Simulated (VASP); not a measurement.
Here is a VASP 6.6.1 calculation.

POSCAR

```
Ru
1.0
    2.5561830311      0.0000000000      0.0000000000
    0.0000000000      2.5561830311      0.0000000000
    0.0000000000      0.0000000000      2.5561830311
Ru
1
Direct
    0.0000000000      0.0000000000      0.0000000000
```

Contents of INCAR.step1:

```
PREC = Accurate
ENCUT = 520
ISMEAR = -1
SIGMA = 0.1
LREAL = False
LASPH = True
NELM = 60
NBANDS = 13
GGA = PE
ALGO = Normal
EDIFF = 1E-4
LWAVE = True
LCHARG = False
```

File INCAR.step2:

```
PREC = Accurate
ENCUT = 520
EDIFF = 1E-6
ISMEAR = -1
SIGMA = 0.1
LREAL = False
LASPH = True
NELM = 60
ALGO = Normal
ISIF = 2
LWAVE = False
LCHARG = False
METAGGA = R2SCAN
LMIXTAU = True
NBANDS = 13
ISTART = 1
```

Contents of KPOINTS:

```
Automatic mesh
0
Gamma
  14 14 14
```

Potentials or basis: VASP PAW PBE potentials, release 64 (Ru_pv).

The run is started by

```sh
$ cat potpaw_PBE.64/Ru_pv/POTCAR > POTCAR
$ cp INCAR.step1 INCAR
$ mpirun -np 1 vasp_std > vasp.out
$ cp INCAR.step2 INCAR
$ mpirun -np 1 vasp_std > vasp.out
```

Predict the pressure.

-14.3 GPa.

Estimate the band gap on the k mesh.

zero (band 7 reaches 13.05 eV, above the bottom of band 8 at 8.79 eV).

Caveat: the PAW data sets were made with another functional, which shifts forces and pressure a little.
